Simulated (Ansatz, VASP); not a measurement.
## AlNi3 in VASP and in Ansatz

```xyz
4
Lattice="0.0000 2.6411 2.7984 2.9557 0.0000 2.7984 2.9557 2.6411 0.0000" Properties=species:S:1:pos:R:3 pbc="T T T"
Al    2.9557    2.6411    2.7984
Ni    1.4778    1.3206    1.3992
Ni    0.0000    0.0000    0.0000
Ni    4.4335    3.9617    4.1976
```

Change from the starting cell: strain +0.0562 x Voigt [1, -1, 0, 0, 0, 0], atoms carried along.

Alike in both runs: task single point; functional PBEsol; k mesh 14 × 14 × 14; occupations gaussian, width 0.15 eV; no spin polarisation.

|  | VASP | Ansatz |
| --- | --- | --- |
| version | VASP 6.6.1 | Ansatz 0.2.0 |
| potentials or method | VASP PAW PBE potentials, release 64 (Al, Ni), cutoff 520 eV | scalar-relativistic, plane waves, PAW |
| valence electrons in the cell | 33 | 57 |

Ansatz gave:

| Quantity | Value |
| --- | --- |
| gap on the k mesh at the Fermi level (eV) | none |
| pressure (GPa) | 0.9 |
| traceless stress, the component that is largest in VASP (GPa) | -2.13 |

Problem. Which values does VASP return?

Solution. gap on the k mesh at the Fermi level (eV): none; pressure (GPa): 1.0; traceless stress, the component that is largest in VASP (GPa): -2.12.

VASP's potentials were made for PBE, not for PBEsol. A gap of «none» marks a metal or a gap that the smearing closes. The functional is the same, so the differences come from potentials, cutoffs and numerics. VASP's potentials hold 33 valence electrons a cell and Ansatz's 57, so a difference there can come from the potentials and not from the codes.
